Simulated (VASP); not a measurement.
A run of VASP 6.6.1:

File INCAR:

```
SYSTEM = Hg
PREC     = Accurate       ! precision mode
ENCUT    = 500            ! plane-wave cutoff, eV
EDIFF    = 1E-7           ! SCF threshold, eV
ISMEAR   = -1             ! smearing method
SIGMA    = 0.1            ! smearing width, eV
LREAL    = .False.        ! projectors in reciprocal space
LASPH    = .True.         ! aspherical terms in the spheres
NELM     = 120            ! most SCF steps
ALGO     = Normal         ! electronic algorithm
ISIF     = 3              ! what is computed and relaxed
LWAVE    = .False.        ! write WAVECAR
LCHARG   = .False.        ! write CHGCAR
GGA      = RE             ! functional
IBRION   = 2              ! ionic algorithm
NSW      = 80             ! ionic steps
EDIFFG   = -0.01          ! ionic threshold
GGA_COMPAT= .False.      
NELMIN   = 4
```

The input KPOINTS:

```
Automatic mesh
0
Gamma
  9 9 9
  0 0 0
```

Contents of POSCAR:

```
Hg
1.0
    0.0000000000      3.1463715427      3.1463715427
    3.1463715427      0.0000000000      3.1463715427
    3.1463715427      3.1463715427      0.0000000000
Hg
2
Direct
    0.1250000000      0.1250000000      0.1250000000
    0.8750000000      0.8750000000      0.8750000000
```

Potentials or basis: VASP PAW PBE potentials, release 64 (Hg).

Launch:

```sh
$ cat potpaw_PBE.64/Hg/POTCAR > POTCAR
$ mpirun -np 1 vasp_std > vasp.out
```

Hardware: 1 thread of Intel Xeon 8259CL, on a shared host.

Question: Estimate the wall time of this run.

Answer: It took 6.8 min on 1 thread of Intel Xeon 8259CL (shared host), peak memory 0.2 GiB. Counts: scf iterations 139, k points 35, ion steps 12.
